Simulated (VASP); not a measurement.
Wanted: the native input for a VASP 6.6.1 run.

```
Task                   : single point
Functional             : LDA
Potentials or basis    : VASP PAW LDA potentials, release 64 (C, Cl, H)
Cutoff                 : 520 eV
k mesh                 : 1 × 1 × 1
Occupations            : fermi-dirac, width 0.02 eV
Spin                   : no spin polarisation
Dipole correction      : no
Further INCAR settings : LREAL = Auto; ALGO = Normal; EDIFF = 1e-06; NBANDS = 82
```

The structure of H3CCl lies in POSCAR:

```
H3CCl
1.0
    8.3815160000      0.0000000000      0.0000000000
    0.0000000000      8.3815160000      0.0000000000
    0.0000000000      0.0000000000      8.3815160000
C Cl H
8 8 24
Direct
    0.4111640247      0.1057592779      0.6423735550
    0.7026316240      0.6987772446      0.3170537943
    0.0103622513      0.1964357191      0.8833576227
   -0.0236726000      0.6698369150      0.7823135303
    0.6477581037      0.4585986588     -0.0322655350
    1.0159913098      0.1747101272      0.5048079619
    0.3974175411      0.8843050727      0.0860666778
    0.6645875252      0.1006755377      0.3369765593
    0.5969258386      0.0901305263      0.7461007907
    0.8572364693      0.7680882342      0.1902700201
    0.0288597757      0.1905167957      1.0948460850
    0.1327738792      0.8062187865      0.7409529154
    0.4453093597      0.4513889410      0.0267422602
    1.1037466028      0.3668123156      0.5005100324
    0.3048197638      0.8361111974      0.2697074695
    0.6686638288      0.3094754457      0.3717368201
    0.4019648865      0.2264929376      0.5920831739
    0.4073303518      0.0150779761      0.5461025224
    0.3149222320      0.0831542705      0.7301969087
    0.6138153806      0.6309336749      0.2473012743
    0.7561006156      0.6218174999      0.4092239570
    0.6441245520      0.8032115052      0.3719074905
   -0.0873812628      0.2798211436      0.8510039207
    0.1245079624      0.2408093392      0.8341689644
   -0.0147182284      0.0741668479      0.8400834510
    0.0036851490      0.5569615562      0.7206233966
   -0.0309707734      0.6530099027      0.9122965884
   -0.1355964974      0.7208673538      0.7369439674
    0.6818619228      0.5838241817     -0.0521192864
    0.7203555156      0.4075610476      0.0648311166
    0.6605482642      0.3876962131     -0.1418750161
    1.0038770198      0.1317565721      0.3806465377
    1.0931747540      0.0927450038      0.5722857174
    0.8967589016      0.1838274248      0.5604205351
    0.5260286418      0.8573219835      0.0947732403
    0.3419142853      0.8113394482     -0.0080620058
    0.3792014453      1.0121154345      0.0617657898
    0.5441357581      0.0676806297      0.2961742450
    0.7550562989      0.0708091050      0.2461674439
    0.6918868266      0.0411203529      0.4514649076
```

The input as run:

INCAR

```
SYSTEM = H3CCl
PREC = Accurate
ENCUT = 520
EDIFF = 1E-6
ISMEAR = -1
SIGMA = 0.02
LREAL = Auto
LASPH = .True.
NELM = 60
ALGO = Normal
ISIF = 2
LWAVE = .False.
LCHARG = .False.
NBANDS = 82
```

KPOINTS

```
Automatic mesh
0
Gamma
  1 1 1
  0 0 0
```

Potentials or basis: VASP PAW LDA potentials, release 64 (C, Cl, H).

Run with:

```sh
$ cat potpaw_LDA.64/C/POTCAR potpaw_LDA.64/Cl/POTCAR potpaw_LDA.64/H/POTCAR > POTCAR
$ mpirun -np 1 vasp_gam > vasp.out
```

Results of the run:

The pressure is -1.0 GPa. The largest force is 0.313 eV/Å and the band gap on the k mesh is 5.36 eV.

Caveat: the k points lie up to 0.75 Å⁻¹ apart.

It took 3.7 min on 1 thread of AMD EPYC 7R13 Processor (Zen 3), with other jobs on the host, peak memory 0.37 GiB.
